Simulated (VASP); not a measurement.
# Pt (Im-3m) in VASP: further runs

Pt is run at these levels: PBE; tasks: single point.

Everything below comes from runs of VASP 6.6.1. Logs are shortened: lines on timing, memory, paths and dates and some standing lists are left out, and cuts for length are marked.

**1. The cell of the first run**

Symmetry: Im-3m, No. 229, cubic system. Conventional cell: a = 3.206 Å, b = 3.206 Å, c = 3.206 Å, α = 90.00°, β = 90.00°, γ = 90.00°. Within 3.7 Å of Pt (site symmetry m-3m) lie 14 Pt at 2.78 to 3.21 Å.

This isn't the form of Pt at room conditions, which is fcc.

**2. Single point, PBE**

INCAR

```
SYSTEM = Pt
PREC     = Accurate       ! precision mode
ENCUT    = 520            ! plane-wave cutoff, eV
EDIFF    = 1E-7           ! SCF threshold, eV
ISMEAR   = -1             ! smearing method
SIGMA    = 0.06122561905347299 ! smearing width, eV
LREAL    = .False.        ! projectors in reciprocal space
LASPH    = .True.         ! aspherical terms in the spheres
NELM     = 100            ! most SCF steps
ALGO     = Normal         ! electronic algorithm
ISIF     = 2              ! what is computed and relaxed
LWAVE    = .False.        ! write WAVECAR
LCHARG   = .False.        ! write CHGCAR
GGA      = PE             ! functional
NBANDS   = 11             ! bands
```

KPOINTS

```
regular mesh
0
Gamma
  24 24 24
  0 0 0
```

POSCAR

```
Pt
1.0
   -1.6031980307      1.6031980307      1.6031980307
    1.6031980307     -1.6031980307      1.6031980307
    1.6031980307      1.6031980307     -1.6031980307
Pt
1
Direct
    0.0000000000      0.0000000000      0.0000000000
```

Potentials or basis: VASP PAW PBE potentials, release 64 (Pt).

On the command line:

```console
> cat potpaw_PBE.64/Pt/POTCAR > POTCAR
> mpirun -np 1 vasp_std > vasp.out
```

OUTCAR:

```text
SYSTEM = Pt
   PREC = Accurate
   ENCUT = 520
   EDIFF = 1E-7
   ISMEAR = -1
   LREAL = .False.
   LASPH = .True.
   NELM = 100
   ISIF = 2
   GGA = PE

 ion  position               nearest neighbor table
   1  0.000  0.000  0.000-

  LATTYP: Found a body centered cubic cell.
 ALAT       =     3.2063960614

  Lattice vectors:

 A1 = (  -1.6031980307,   1.6031980307,   1.6031980307)
 A2 = (   1.6031980307,  -1.6031980307,   1.6031980307)
 A3 = (   1.6031980307,   1.6031980307,  -1.6031980307)

Analysis of symmetry for initial positions (statically):
=====================================================================
 Subroutine PRICEL returns:
 Original cell was already a primitive cell.

 Routine SETGRP: Setting up the symmetry group for a
 body centered cubic supercell.

 Subroutine GETGRP returns: Found 48 space group operations
 (whereof 48 operations were pure point group operations)
 out of a pool of 48 trial point group operations.

The static configuration has the point symmetry O_h .

Analysis of symmetry for dynamics (positions and initial velocities):
=====================================================================
 Subroutine PRICEL returns:
 Original cell was already a primitive cell.

 Routine SETGRP: Setting up the symmetry group for a
 body centered cubic supercell.

 Subroutine GETGRP returns: Found 48 space group operations
 (whereof 48 operations were pure point group operations)
 out of a pool of 48 trial point group operations.

The dynamic configuration has the point symmetry O_h .

 Subroutine INISYM returns: Found 48 space group operations
 (whereof 48 operations are pure point group operations),
 and found     1 'primitive' translations

----------------------------------------------------------------------------------------

                                     Primitive cell

  volume of cell :      16.4824

  direct lattice vectors                    reciprocal lattice vectors
    -1.603198031  1.603198031  1.603198031     0.000000000  0.311876631  0.311876631
     1.603198031 -1.603198031  1.603198031     0.311876631  0.000000000  0.311876631
     1.603198031  1.603198031 -1.603198031     0.311876631  0.311876631  0.000000000

  length of vectors
     2.776820444  2.776820444  2.776820444     0.441060161  0.441060161  0.441060161

  position of ions in fractional coordinates (direct lattice)
     0.000000000  0.000000000  0.000000000

  ion indices of the primitive-cell ions
   primitive index   ion index
                 1           1

----------------------------------------------------------------------------------------

 KPOINTS: regular mesh

Automatic generation of k-mesh.
 Grid dimensions read from file:
 generate k-points for:   24   24   24

 Generating k-lattice:

  Cartesian coordinates                     Fractional coordinates (reciprocal lattice)
     0.000000000  0.012994860  0.012994860     0.041666667  0.000000000  0.000000000
     0.012994860  0.000000000  0.012994860     0.000000000  0.041666667  0.000000000
     0.012994860  0.012994860  0.000000000     0.000000000  0.000000000  0.041666667

  Length of vectors
     0.018377507  0.018377507  0.018377507

  Shift w.r.t. Gamma in fractional coordinates (k-lattice)
     0.000000000  0.000000000  0.000000000

 Subroutine IBZKPT returns following result:
 ===========================================

 Found    413 irreducible k-points:

 Following reciprocal coordinates:
            Coordinates               Weight
  0.000000  0.000000  0.000000      1.000000
  0.041667  0.000000  0.000000     12.000000
  0.083333  0.000000  0.000000     12.000000
  0.125000  0.000000  0.000000     12.000000
  0.166667  0.000000  0.000000     12.000000
  0.208333  0.000000  0.000000     12.000000
[... 16 lines left out ...]
  0.416667  0.041667 -0.000000     48.000000
  0.458333  0.041667  0.000000     48.000000
 [... further k-points ...]
   k-points           NKPTS =    413   k-points in BZ     NKDIM =    413   number of bands    NBANDS=     11
   number of dos      NEDOS =    301   number of ions     NIONS =      1
   total plane-waves  NPLWV =  13824
   dimension x,y,z NGX =    24 NGY =   24 NGZ =   24
   dimension x,y,z NGXF=    48 NGYF=   48 NGZF=   48
   ions per type =               1
   NGX,Y,Z   is equivalent  to a cutoff of  14.37, 14.37, 14.37 a.u.
   NGXF,Y,Z  is equivalent  to a cutoff of  28.74, 28.74, 28.74 a.u.
 SYSTEM =  Pt
   PREC   = accura    normal or accurate (medium, high low for compatibility)
   ISTART =      0    job   : 0-new  1-cont  2-samecut
   ICHARG =      2    charge: 1-file 2-atom 10-const
   ISPIN  =      1    spin polarized calculation?
   LNONCOLLINEAR =      F non collinear calculations
   LSORBIT =      F    spin-orbit coupling
   LASPH  =      T    aspherical Exc in radial PAW
   ENCUT  =  520.0 eV  38.22 Ry    6.18 a.u.   5.16  5.16  5.16*2*pi/ulx,y,z
   NELM   =    100;   NELMIN=  2; NELMDL= -5     # of ELM steps
   EDIFF  = 0.1E-06   stopping-criterion for ELM
   LREAL  =      F    real-space projection
   EDIFFG = 0.1E-05   stopping-criterion for IOM
   NSW    =      0    number of steps for IOM
   IBRION =     -1    ionic relax: 0-MD 1-quasi-New 2-CG
   NFREE  =      0    steps in history (QN), initial steepest desc. (CG)
   ISIF   =      2    stress and relaxation
   ISYM   =      2    0-nonsym 1-usesym 2-fastsym
   POTIM  = 0.5000    time-step for ionic-motion
   TEBEG  =    0.0;   TEEND  =   0.0 temperature during run
   PSTRESS=    0.0 pullay stress
   NELECT =      10.0000    total number of electrons
   NUPDOWN=      -1.0000    fix difference up-down
   EMIN   =  10.00;   EMAX   =-10.00  energy-range for DOS
   EFERMI =   0.00;   METHOD = LEGACY
   ISMEAR =    -1;   SIGMA  =   0.06  broadening in eV -4-tet -1-fermi 0-gaus
   EFERMI_NEDOS =   21; number of points for ismear=-14 and -15
   IALGO  =     38    algorithm
   IMIX   =      4    mixing-type and parameters
     AMIX     =   0.40;   BMIX     =  1.00
     AMIX_MAG =   1.60;   BMIX_MAG =  1.00
  volume/ion in A,a.u.               =      16.48       111.23
  Fermi-wavevector in a.u.,A,eV,Ry     =   1.385908  2.618986 26.133259  1.920740
  Thomas-Fermi vector in A             =   2.510274
   LORBIT       =      0    0 simple, 1 ext, 2 COOP (PROOUT), +10 PAW based schemes
   GGA     = PE    functional components
   LHFCALC =     F    Hartree Fock is set to
   AEXX    =    0.0000 exact exchange contribution
   IVDW    =     0    specifies the selected vdW correction
   LEPSILON=     F    determine dielectric tensor
   LRPA    =     F    only Hartree local field effects (RPA)
 non-spin polarized calculation
  energy-cutoff  :      520.00
  volume of cell :       16.48
 maximum number of plane-waves:       466
 NGX is ok and might be reduce to    24
   NGX = 11   NGY = 11   NGZ = 11

 number of electron      10.0000000 magnetization

 Free energy of the ion-electron system (eV)
  ---------------------------------------------------
  ext. energy  EPLUGINS =         0.00000000
  ---------------------------------------------------
  free energy    TOTEN  =        -5.98788034 eV

  energy without entropy =       -5.97314294  energy(sigma->0) =       -5.98051164

 E-fermi :   9.4771     XC(G=0): -12.9533

 val. band max:        9.4747481817   @ k =  -0.3750   0.5000   0.0833
 cond. band min:       9.4771344410   @ k =   0.2917   0.0833   0.0000
 fundamental gap:      0.0023862593
 Fermi energy:         9.4771028706

 k-point     1 :       0.0000    0.0000    0.0000
  band No.  band energies     occupation
      1       0.3970      2.00000
      2       6.2075      2.00000
      3       6.2075      2.00000
      4       6.2075      2.00000
      5       8.5370      2.00000
      6       8.5370      2.00000
      7      26.5643      0.00000
      8      26.5643      0.00000
      9      26.5643      0.00000
     10      36.0850      0.00000
     11      36.0899      0.00000

 k-point     2 :       0.0417    0.0000    0.0000
  band No.  band energies     occupation
      1       0.4652      2.00000
      2       6.1815      2.00000
      3       6.2080      2.00000
      4       6.2605      2.00000
      5       8.5029      2.00000
      6       8.5386      2.00000
      7      26.5962      0.00000
      8      26.6120      0.00000
      9      26.6623      0.00000
     10      34.6093      0.00000
     11      35.0156      0.00000

 k-point     3 :       0.0833    0.0000    0.0000
  band No.  band energies     occupation
      1       0.6670      2.00000
      2       6.1062      2.00000
      3       6.2073      2.00000
      4       6.4187      2.00000
      5       8.4122      2.00000
      6       8.5441      2.00000
      7      26.6652      0.00000
      8      26.7058      0.00000
      9      26.9522      0.00000
     10      33.3076      0.00000
     11      33.6505      0.00000

 k-point     4 :       0.1250    0.0000    0.0000
  band No.  band energies     occupation
      1       0.9927      2.00000
      2       5.9889      2.00000
      3       6.2002      2.00000
      4       6.6776      2.00000
      5       8.2957      2.00000
      6       8.5548      2.00000
      7      26.6723      0.00000
      8      26.6835      0.00000
      9      27.4223      0.00000
     10      32.3212      0.00000
     11      32.3345      0.00000
[... 239 lines left out ...]
 k-point    22 :       0.3750    0.0417    0.0000
  band No.  band energies     occupation
      1       3.3419      2.00000
      2       5.0146      2.00000
      3       7.8137      2.00000
      4       8.4779      2.00000
      5       8.8744      1.99989
      6       9.9937      0.00043
      7      17.7168      0.00000
      8      23.2672      0.00000
      9      25.8773      0.00000
     10      32.6466      0.00000
     11      33.0972      0.00000

 k-point    23 :       0.4167    0.0417   -0.0000
  band No.  band energies     occupation
      1       3.3483      2.00000
      2       4.9383      2.00000
      3       8.2100      2.00000
      4       8.6195      2.00000
      5       9.2054      1.97663
      6      10.4603      0.00000
      7      16.3690      0.00000
      8      22.9267      0.00000
      9      25.1955      0.00000
     10      33.0892      0.00000
     11      33.4551      0.00000

 k-point    24 :       0.4583    0.0417    0.0000
  band No.  band energies     occupation
      1       3.3407      2.00000
      2       4.8993      2.00000
      3       8.3380      2.00000
      4       8.6629      2.00000
      5       9.5850      0.29305
      6      10.7921      0.00000
      7      15.5095      0.00000
      8      22.7524      0.00000
      9      24.8328      0.00000
     10      33.2164      0.00000
     11      33.6520      0.00000

 [... further k-points ...]

------------------------ aborting loop because EDIFF is reached ----------------------------------------

  FORCE on cell =-STRESS in cart. coord.  units (eV):
  Direction    XX          YY          ZZ          XY          YZ          ZX
  --------------------------------------------------------------------------------------
  -------------------------------------------------------------------------------------
  Total       -0.9175497     -0.9175497     -0.9175497      0.0000000     -0.0000000      0.0000000
  in kB      -89.1905187    -89.1905187    -89.1905187      0.0000000     -0.0000000      0.0000000
  external PRESSURE =     -89.1905187 kB  Pullay stress =       0.0000000 kB

 VOLUME and BASIS-vectors are now :
 -----------------------------------------------------------------------------
  energy-cutoff  :      520.00
  volume of cell :       16.48
      direct lattice vectors                 reciprocal lattice vectors
    -1.603198031  1.603198031  1.603198031     0.000000000  0.311876631  0.311876631
     1.603198031 -1.603198031  1.603198031     0.311876631  0.000000000  0.311876631
     1.603198031  1.603198031 -1.603198031     0.311876631  0.311876631  0.000000000

 POSITION                                       TOTAL-FORCE (eV/Angst)
 -----------------------------------------------------------------------------------
      0.00000      0.00000      0.00000        -0.000000      0.000000      0.000000
 -----------------------------------------------------------------------------------
    total drift:                               -0.000000      0.000000     -0.000000

  FREE ENERGIE OF THE ION-ELECTRON SYSTEM (eV)
  ---------------------------------------------------
  free  energy   TOTEN  =        -5.9878803438 eV

  energy  without entropy=       -5.9731429399  energy(sigma->0) =       -5.98051164
```

Run time: 52 s. Hardware: 1 thread of Intel Xeon Platinum 8259CL at 2.50GHz (Skylake/Cascade Lake), shared host; peak memory 0.2 GiB.

Results:

| Property | Result |
| --- | --- |
| Free energy | -5.9879 eV |
| Pressure | -8.9 GPa |
| Band gap on the k mesh | zero (bands 5 and 6 overlap by 2.00 eV) |

Levels at points of the mesh, in eV from the Fermi level:
| k point | band 1 | band 2 | band 3 | band 4 | band 5 | band 6 | band 7 | band 8 | band 9 | band 10 |
| --- | --- | --- | --- | --- | --- | --- | --- | --- | --- | --- |
| (0.00, 0.00, 0.00) | -9.08 | -3.27 | -3.27 | -3.27 | -0.94 | -0.94 | 17.09 | 17.09 | 17.09 | 26.61 |
| (0.50, 0.00, 0.00) | -6.18 | -4.60 | -1.12 | -0.65 | 0.39 | 0.95 | 5.93 | 13.24 | 15.49 | 23.78 |
| (0.50, 0.50, 0.50) | -5.68 | -5.68 | 0.46 | 0.46 | 0.46 | 7.56 | 7.56 | 7.56 | 12.16 | 18.42 |

Caveat: the cell stands under tension; spin-orbit coupling is left out, which moves the levels of the heavy elements.

[end of part 1 of 2]
